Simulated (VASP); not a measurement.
# Ge (Cmmm) in VASP: further runs

The runs below take Ge through single point, with LDA, B3LYP, HSE06.

All numbers are computed with VASP 6.6.1; they aren't measurements. Logs are shortened: lines on timing, memory, paths and dates and some standing lists are left out, and cuts for length are marked.

## (1) The cell of the first run

Symmetry: Cmmm, No. 65, orthorhombic system. The conventional cell has a = 2.794 Å, b = 5.201 Å, c = 2.698 Å, α = 90.00°, β = 90.00°, γ = 90.00°. Ge (site symmetry mmm) has 8 Ge at 2.70 to 2.95 Å within 3.6 Å.

## (2) Single point, LDA, non-collinear spin, zero start, spin-orbit coupling

INCAR reads:

```
  ALGO = Normal
  EDIFF = 1E-6
  ENCUT = 520
  GGA = CA
  GGA_COMPAT = F
  ISIF = 2
  ISMEAR = -1
  LASPH = T
  LCHARG = F
  LORBIT = 11
  LORBMOM = T
  LREAL = F
  LSORBIT = T
  LWAVE = F
  MAGMOM = 0 0 0
  NBANDS = 25
  NELM = 150
  PREC = Accurate
  SIGMA = 0.05
```

KPOINTS reads:

```
k-points
0
Gamma
  8 8 7
```

POSCAR reads:

```
Ge
1.0
    1.3971490000     -2.6005160000      0.0000000000
    1.3971490000      2.6005160000      0.0000000000
    0.0000000000      0.0000000000      2.6982310000
Ge
1
Direct
    0.5000000000      0.5000000000      0.0000000000
```

Potentials or basis: VASP PAW LDA potentials, release 64 (Ge_d).

Run with:

```sh
cat potpaw_LDA.64/Ge_d/POTCAR > POTCAR
mpirun -np 1 vasp_ncl > vasp.out
```

OUTCAR:

```text
EDIFF = 1E-6
   ENCUT = 520
   GGA = CA
   ISIF = 2
   ISMEAR = -1
   LASPH = T
   LORBIT = 11
   LREAL = F
   LSORBIT = T
   NELM = 150
   PREC = Accurate

 ion  position               nearest neighbor table
   1  0.500  0.500  0.000-

  LATTYP: Found a base centered orthorhombic cell.
 ALAT       =     2.7942980000
 B/A-ratio  =     1.8613018368
 C/A-ratio  =     0.9656203454

  Lattice vectors:

 A1 = (   1.3971490000,  -2.6005160000,   0.0000000000)
 A2 = (   1.3971490000,   2.6005160000,   0.0000000000)
 A3 = (   0.0000000000,   0.0000000000,   2.6982310000)

Analysis of symmetry for initial positions (statically):
=====================================================================
 Subroutine PRICEL returns:
 Original cell was already a primitive cell.

 Routine SETGRP: Setting up the symmetry group for a
 base centered orthorhombic supercell.

 Subroutine GETGRP returns: Found  8 space group operations
 (whereof  8 operations were pure point group operations)
 out of a pool of  8 trial point group operations.

The static configuration has the point symmetry D_2h.

Analysis of symmetry for dynamics (positions and initial velocities):
=====================================================================
 Subroutine PRICEL returns:
 Original cell was already a primitive cell.

 Routine SETGRP: Setting up the symmetry group for a
 base centered orthorhombic supercell.

 Subroutine GETGRP returns: Found  8 space group operations
 (whereof  8 operations were pure point group operations)
 out of a pool of  8 trial point group operations.

The dynamic configuration has the point symmetry D_2h.

Analysis of structural, dynamic, and magnetic symmetry:
=====================================================================
 Subroutine PRICEL returns:
 Original cell was already a primitive cell.

 Routine SETGRP: Setting up the symmetry group for a
 base centered orthorhombic supercell.

 Subroutine GETGRP returns: Found  8 space group operations
 (whereof  8 operations were pure point group operations)
 out of a pool of  8 trial point group operations.

The overall configuration has the point symmetry D_2h.

 Subroutine INISYM returns: Found  8 space group operations
 (whereof  8 operations are pure point group operations),
 and found     1 'primitive' translations

----------------------------------------------------------------------------------------

                                     Primitive cell

  volume of cell :      19.6070

  direct lattice vectors                    reciprocal lattice vectors
     1.397149000 -2.600516000  0.000000000     0.357871637 -0.192269534  0.000000000
     1.397149000  2.600516000  0.000000000     0.357871637  0.192269534  0.000000000
     0.000000000  0.000000000  2.698231000     0.000000000  0.000000000  0.370613191

  length of vectors
     2.952068562  2.952068562  2.698231000     0.406250763  0.406250763  0.370613191

  position of ions in fractional coordinates (direct lattice)
     0.500000000  0.500000000  0.000000000

  ion indices of the primitive-cell ions
   primitive index   ion index
                 1           1

----------------------------------------------------------------------------------------

 KPOINTS: k-points

Automatic generation of k-mesh.
 Grid dimensions read from file:
 generate k-points for:    8    8    7

 Generating k-lattice:

  Cartesian coordinates                     Fractional coordinates (reciprocal lattice)
     0.044733955 -0.024033692  0.000000000     0.125000000  0.000000000  0.000000000
     0.044733955  0.024033692  0.000000000     0.000000000  0.125000000  0.000000000
     0.000000000  0.000000000  0.052944742     0.000000000  0.000000000  0.142857143

  Length of vectors
     0.050781345  0.050781345  0.052944742

  Shift w.r.t. Gamma in fractional coordinates (k-lattice)
     0.000000000  0.000000000  0.000000000

 Subroutine IBZKPT returns following result:
 ===========================================

 Found     84 irreducible k-points:
[... 47 lines left out ...]
   LREAL  =      F    real-space projection
   EDIFFG = 0.1E-04   stopping-criterion for IOM
   NSW    =      0    number of steps for IOM
   IBRION =     -1    ionic relax: 0-MD 1-quasi-New 2-CG
   NFREE  =      0    steps in history (QN), initial steepest desc. (CG)
   ISIF   =      2    stress and relaxation
   ISYM   =      2    0-nonsym 1-usesym 2-fastsym
   POTIM  = 0.5000    time-step for ionic-motion
   TEBEG  =    0.0;   TEEND  =   0.0 temperature during run
   PSTRESS=    0.0 pullay stress
   NELECT =      14.0000    total number of electrons
   NUPDOWN=      -1.0000    fix difference up-down
   EMIN   =  10.00;   EMAX   =-10.00  energy-range for DOS
   EFERMI =   0.00;   METHOD = LEGACY
   ISMEAR =    -1;   SIGMA  =   0.05  broadening in eV -4-tet -1-fermi 0-gaus
   EFERMI_NEDOS =   21; number of points for ismear=-14 and -15
   IALGO  =     38    algorithm
   IMIX   =      4    mixing-type and parameters
     AMIX     =   0.40;   BMIX     =  1.00
     AMIX_MAG =   1.60;   BMIX_MAG =  1.00
  volume/ion in A,a.u.               =      19.61       132.31
  Fermi-wavevector in a.u.,A,eV,Ry     =   1.463234  2.765111 29.130796  2.141053
  Thomas-Fermi vector in A             =   2.579353
   LORBIT       =     11    0 simple, 1 ext, 2 COOP (PROOUT), +10 PAW based schemes
   GGA     = CA    functional components
   LHFCALC =     F    Hartree Fock is set to
   AEXX    =    0.0000 exact exchange contribution
   IVDW    =     0    specifies the selected vdW correction
   LEPSILON=     F    determine dielectric tensor
   LRPA    =     F    only Hartree local field effects (RPA)
  energy-cutoff  :      520.00
  volume of cell :       19.61
 maximum number of plane-waves:      1082
 NGX is ok and might be reduce to    24
   NGX = 11   NGY = 11   NGZ = 11

 number of electron      14.0000003 magnetization       0.0000000      0.0000000     -0.0000000

 number of electron      14.0000003 magnetization       0.0000000      0.0000000      0.0000000

 number of electron      14.0000003 magnetization       0.0000000     -0.0000000     -0.0000000

 number of electron      14.0000003 magnetization      -0.0000000     -0.0000000     -0.0000000

 Free energy of the ion-electron system (eV)
  ---------------------------------------------------
  ext. energy  EPLUGINS =         0.00000000
  ---------------------------------------------------
  free energy    TOTEN  =        -4.96357627 eV

  energy without entropy =       -4.95752730  energy(sigma->0) =       -4.96055178

 E-fermi :   5.6833     XC(G=0): -11.3227

 val. band max:        5.6363593938   @ k =   0.5000   0.2500   0.1429
 cond. band min:       5.6909928346   @ k =   0.2500  -0.0000   0.2857
 fundamental gap:      0.0546334408
 Fermi energy:         5.6832590934

 k-point     1 :       0.0000    0.0000    0.0000
  band No.  band energies     occupation
      1     -19.1348      1.00000
      2     -19.1348      1.00000
      3     -19.1222      1.00000
      4     -19.1222      1.00000
      5     -18.5737      1.00000
      6     -18.5737      1.00000
[... 661 lines left out ...]
     24      23.1987      0.00000
     25      24.8537      0.00000

 [... further k-points ...]

------------------------ aborting loop because EDIFF is reached ----------------------------------------

  FORCE on cell =-STRESS in cart. coord.  units (eV):
  Direction    XX          YY          ZZ          XY          YZ          ZX
  --------------------------------------------------------------------------------------
  -------------------------------------------------------------------------------------
  Total       -0.5151557     -0.9690989     -0.6102483      0.0000000      0.0000000      0.0000000
  in kB      -42.0956974    -79.1894491    -49.8661436      0.0000000      0.0000000      0.0000000
  external PRESSURE =     -57.0504300 kB  Pullay stress =       0.0000000 kB

 VOLUME and BASIS-vectors are now :
 -----------------------------------------------------------------------------
  energy-cutoff  :      520.00
  volume of cell :       19.61
      direct lattice vectors                 reciprocal lattice vectors
     1.397149000 -2.600516000  0.000000000     0.357871637 -0.192269534  0.000000000
     1.397149000  2.600516000  0.000000000     0.357871637  0.192269534  0.000000000
     0.000000000  0.000000000  2.698231000     0.000000000  0.000000000  0.370613191

 POSITION                                       TOTAL-FORCE (eV/Angst)
 -----------------------------------------------------------------------------------
      1.39715      0.00000      0.00000        -0.000000     -0.000000      0.000000
 -----------------------------------------------------------------------------------
    total drift:                               -0.000000     -0.000000      0.000000

  FREE ENERGIE OF THE ION-ELECTRON SYSTEM (eV)
  ---------------------------------------------------
  free  energy   TOTEN  =        -4.9635762669 eV

  energy  without entropy=       -4.9575272993  energy(sigma->0) =       -4.96055178

 orbital moment (x)

 # of ion     p       d       tot
 ----------------------------------------
  1         0.000   0.000   0.000
 ----------------------------------------
            0.000   0.000   0.000

 orbital moment (y)

 # of ion     p       d       tot
 ----------------------------------------
  1         0.000   0.000   0.000
 ----------------------------------------
            0.000   0.000   0.000

 orbital moment (z)

 # of ion     p       d       tot
 ----------------------------------------
  1         0.000  -0.000   0.000
 ----------------------------------------
            0.000  -0.000   0.000

 Spin-Orbit-Coupling matrix elements

 Ion:    1  E_soc:     -0.0188905
 l=   1
     0.0000000    -0.0022530    -0.0021318
    -0.0022530     0.0000000    -0.0022395
    -0.0021318    -0.0022395     0.0000000
 l=   2
     0.0000000    -0.0001892     0.0000000    -0.0001898    -0.0007519
    -0.0001892     0.0000000    -0.0005590    -0.0001916    -0.0001887
     0.0000000    -0.0005590     0.0000000    -0.0005621     0.0000000
    -0.0001898    -0.0001916    -0.0005621     0.0000000    -0.0001886
    -0.0007519    -0.0001887     0.0000000    -0.0001886     0.0000000
 l=   3
     0.0000000     0.0000000     0.0000000     0.0000000     0.0000000     0.0000000     0.0000000
     0.0000000     0.0000000     0.0000000     0.0000000     0.0000000     0.0000000     0.0000000
     0.0000000     0.0000000     0.0000000     0.0000000     0.0000000     0.0000000     0.0000000
     0.0000000     0.0000000     0.0000000     0.0000000     0.0000000     0.0000000     0.0000000
     0.0000000     0.0000000     0.0000000     0.0000000     0.0000000     0.0000000     0.0000000
     0.0000000     0.0000000     0.0000000     0.0000000     0.0000000     0.0000000     0.0000000
     0.0000000     0.0000000     0.0000000     0.0000000     0.0000000     0.0000000     0.0000000

 total charge

# of ion       s       p       d       tot
------------------------------------------
    1        1.237   0.979  10.018  12.234

 magnetization (x)

# of ion       s       p       d       tot
------------------------------------------
    1        0.000   0.000   0.000   0.000

 magnetization (y)

# of ion       s       p       d       tot
------------------------------------------
    1        0.000   0.000   0.000   0.000

 magnetization (z)

# of ion       s       p       d       tot
------------------------------------------
    1        0.000   0.000   0.000   0.000
```

It took 98 s on 1 thread of Intel Xeon 8259CL, shared host; peak memory 0.19 GiB.

What came out:

- Free energy: -4.9636 eV
- Pressure: -5.7 GPa
- Net moment: 0.00 μB per cell
- Valence electrons inside the program's atomic spheres: Ge 12.23

Moments on the atoms (μB; x, y, z):
```
Ge  0.00 0.00 0.00
```

Caveat: the cell stands under tension.

## (3) Single point, B3LYP

POSCAR is that of step 2.

INCAR.step1 reads:

```
SYSTEM = Ge
PREC = Accurate
ENCUT = 520
EDIFF = 1E-5
ISMEAR = -1
SIGMA = 0.05
LREAL = .FALSE.
LASPH = .TRUE.
NELM = 100
ALGO = Normal
ISIF = 2
LWAVE = .TRUE.
LCHARG = .FALSE.
GGA = PE
NBANDS = 13
```

INCAR.step2 reads:

```
SYSTEM = Ge
PREC = Accurate
ENCUT = 520
EDIFF = 1E-7
ISMEAR = -1
SIGMA = 0.05
LREAL = .FALSE.
LASPH = .TRUE.
NELM = 100
ALGO = Normal
ISIF = 2
LWAVE = .FALSE.
LCHARG = .FALSE.
GGA = B3
LHFCALC = .TRUE.
AEXX = 0.2
AGGAX = 0.72
AGGAC = 0.81
ALDAC = 0.19
PRECFOCK = Normal
ISTART = 1
NBANDS = 13
```

KPOINTS reads:

```
Automatic mesh
0
G
  6 6 5
  0 0 0
```

Potentials or basis: VASP PAW PBE potentials, release 64 (Ge_d).

Run with:

```sh
cat potpaw_PBE.64/Ge_d/POTCAR > POTCAR
cp INCAR.step1 INCAR
mpirun -np 1 vasp_std > vasp.out
cp INCAR.step2 INCAR
mpirun -np 1 vasp_std > vasp.out
```

Run time: 19 min. Hardware: 1 thread of AMD EPYC 7R13 (Zen 3), shared host; peak memory 0.12 GiB.

The run converged. Its results:

| Quantity | Value |
| --- | --- |
| Free energy | -4.4540 eV |
| Pressure | 4.6 GPa |
| Band gap on the k mesh | zero (bands 7 and 8 overlap by 11.24 eV) |

Stress tensor (GPa, compression positive):
```
 8.90  0.00  0.00
 0.00 -4.98  0.00
 0.00  0.00  9.98
```

Levels at points of the mesh, in eV from the Fermi level:
| k point | band 5 | band 6 | band 7 | band 8 | band 9 | band 10 |
| --- | --- | --- | --- | --- | --- | --- |
| (0.00, 0.00, 0.00) | -27.38 | -14.34 | 7.71 | 8.18 | 9.74 | 11.36 |
| (0.50, 0.00, 0.00) | -27.42 | -8.86 | -5.95 | 4.32 | 8.64 | 11.68 |
| (0.50, 0.50, 0.00) | -27.39 | -9.77 | -6.14 | 6.17 | 10.34 | 11.01 |

Caveat: the k points lie up to 0.47 Å⁻¹ apart, too coarse for converged energies and pressures of a metal; the PAW data sets were made with another functional, which shifts forces and pressure a little.

## (4) Single point, HSE06

POSCAR is that of step 3.

INCAR.step1 reads:

```
PREC = Accurate ; ENCUT = 520
EDIFF = 1E-5 ; ISMEAR = -1
SIGMA = 0.05 ; LREAL = False
LASPH = True ; NELM = 100
ALGO = Normal ; ISIF = 2
LWAVE = True ; LCHARG = False
GGA = PE ; NBANDS = 13
```

INCAR.step2 reads:

```
PREC = Accurate ; ENCUT = 520
EDIFF = 1E-6 ; ISMEAR = -1
SIGMA = 0.05 ; LREAL = False
LASPH = True ; NELM = 100
ALGO = Normal ; ISIF = 2
LWAVE = False ; LCHARG = False
GGA = PE ; LHFCALC = True
HFSCREEN = 0.2079 ; PRECFOCK = Normal
ISTART = 1 ; NBANDS = 13
```

KPOINTS reads:

```
Automatic mesh
0
Gamma
  6 6 5
```

Run with:

```sh
cat potpaw_PBE.64/Ge_d/POTCAR > POTCAR
cp INCAR.step1 INCAR
mpirun -np 1 vasp_std > vasp.out
cp INCAR.step2 INCAR
mpirun -np 1 vasp_std > vasp.out
```

Wall time 20 min (1 thread of AMD EPYC 7R13 (Zen 3), shared host); peak memory 0.21 GiB.

The run converged. Its results:

* Free energy: -4.9624 eV
* Pressure: -0.6 GPa
* Band gap on the k mesh: zero (bands 7 and 8 overlap by 11.09 eV)

Stress tensor (GPa, compression positive):
```
 3.37  0.00  0.00
 0.00 -9.59  0.00
 0.00  0.00  4.37
```

Levels at points of the mesh, in eV from the Fermi level:
```
           k point  band 5  band 6  band 7  band 8  band 9  band 10
(0.00, 0.00, 0.00)  -27.97  -14.53    7.42    8.00    9.59    10.78
(0.50, 0.00, 0.00)  -28.00   -8.79   -6.10    3.97    7.96    11.58
(0.50, 0.50, 0.00)  -27.98   -9.74   -6.31    5.86    9.71    10.88
```

Caveat: the k points lie up to 0.47 Å⁻¹ apart, too coarse for converged energies and pressures of a metal; the PAW data sets were made with another functional, which shifts forces and pressure a little.

(Part 1 of 2 ends here.)
